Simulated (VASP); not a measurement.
Set up this calculation in VASP 6.6.1, as the native input.

| Item | Value |
| --- | --- |
| Task | density of states |
| Functional | PBE |
| Potentials or basis | VASP PAW PBE potentials, release 64 (P) |
| Cutoff | 520 eV |
| k mesh | 14 × 14 × 14 |
| Occupations | gaussian, width 0.1 eV |
| Spin | no spin polarisation |
| Dipole correction | no |
| k mesh for the DOS | 21 × 21 × 21 |
| Occupations for the DOS | tetrahedron |
| Further INCAR settings | ALGO = Normal; EDIFF = 1e-06; NBANDS = 14 |

P:

```
P
1.0
    -2.33638    2.33638    2.33638
     2.33638   -2.33638    2.33638
     2.33638    2.33638   -2.33638
P
3
Cartesian
  2.3364 0.0000 0.0000
  0.0000 2.3364 0.0000
  0.0000 0.0000 2.3364
```

These files were run (other wordings do the same):

POSCAR

```
P
1.0
   -2.3363767235      2.3363767235      2.3363767235
    2.3363767235     -2.3363767235      2.3363767235
    2.3363767235      2.3363767235     -2.3363767235
P
3
Direct
    0.0000000000      0.5000000000      0.5000000000
    0.5000000000      0.0000000000      0.5000000000
    0.5000000000      0.5000000000      0.0000000000
```

INCAR.step1

```
SYSTEM = P
PREC = Accurate
ENCUT = 520
EDIFF = 1E-6
ISMEAR = 0
SIGMA = 0.1
LREAL = .FALSE.
LASPH = .TRUE.
NELM = 100
ALGO = Normal
ISIF = 2
LWAVE = .FALSE.
LCHARG = .TRUE.
GGA = PE
NBANDS = 14
```

KPOINTS.step1

```
Automatic mesh
0
G
  14 14 14
  0 0 0
```

INCAR.step2

```
SYSTEM = P
PREC = Accurate
ENCUT = 520
EDIFF = 1E-6
ISMEAR = -5
SIGMA = 0.1
LREAL = .FALSE.
LASPH = .TRUE.
NELM = 100
ALGO = Normal
ISIF = 2
LWAVE = .FALSE.
LCHARG = .FALSE.
GGA = PE
LORBIT = 10
NBANDS = 14
NEDOS = 1001
ICHARG = 11
```

KPOINTS.step2

```
Automatic mesh
0
G
  21 21 21
  0 0 0
```

Potentials or basis: VASP PAW PBE potentials, release 64 (P).

Run with:

```bash
$ cat potpaw_PBE.64/P/POTCAR > POTCAR
$ cp INCAR.step1 INCAR
$ cp KPOINTS.step1 KPOINTS
$ mpirun -np 1 vasp_std > vasp.out
$ cp INCAR.step2 INCAR
$ cp KPOINTS.step2 KPOINTS
$ mpirun -np 1 vasp_std > vasp.out
```

It gave:

| Quantity | Value |
| --- | --- |
| Valence electrons inside the program's atomic spheres | P 2.38 |

Run time: 2 min on 1 thread of Intel(R) Xeon(R) Platinum 8488C (Sapphire Rapids), on a shared host, peak memory 0.27 GiB.
